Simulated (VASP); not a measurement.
Set up this calculation in VASP 6.6.1, as the native input.

| Quantity | Value |
| --- | --- |
| Task | single point |
| Functional | PBE |
| Potentials or basis | VASP PAW PBE potentials, release 64 (Li_sv, F) |
| Cutoff | 520 eV |
| k mesh | 10 × 10 × 10 |
| Occupations | fermi-dirac, width 0.03 eV |
| Spin | no spin polarisation |
| Dipole correction | no |
| Further INCAR settings | ALGO = Normal; EDIFF = 1e-06; NBANDS = 12 |

The structure of LiF lies in POSCAR:

```
LiF
1.0
    0.0604200000      2.0442100000      2.0442100000
    2.0442100000      0.0604200000      2.0442100000
    2.0442100000      2.0442100000      0.0604200000
Li F
1 1
Direct
    0.0000000000      0.0000000000      0.0000000000
    0.5000000000      0.5000000000      0.5000000000
```

This cell differs from its parent crystal: equal xy, yz and zx shear strains of +3 %.

The input as run:

INCAR

```
PREC = Accurate ; ENCUT = 520
EDIFF = 1E-6 ; ISMEAR = -1
SIGMA = 0.03 ; LREAL = F
LASPH = T ; NELM = 60
ALGO = Normal ; ISIF = 2
LWAVE = F ; LCHARG = F
GGA = PE ; NBANDS = 12
```

KPOINTS

```
Automatic mesh
0
Gamma
  10 10 10
```

Potentials or basis: VASP PAW PBE potentials, release 64 (Li_sv, F).

Launch:

```sh
$ cat potpaw_PBE.64/Li_sv/POTCAR potpaw_PBE.64/F/POTCAR > POTCAR
$ mpirun -np 1 vasp_std > vasp.out
```

Results of the run:

| Quantity | Value |
| --- | --- |
| Band gap on the k mesh | 9.00 eV, direct |

Caveat: the cell differs from its parent crystal (equal xy, yz and zx shear strains of +3 %).

Wall time 8.5 s on 1 thread of Intel(R) Xeon(R) 6975P-C (Granite Rapids) (shared host), peak memory 0.14 GiB.
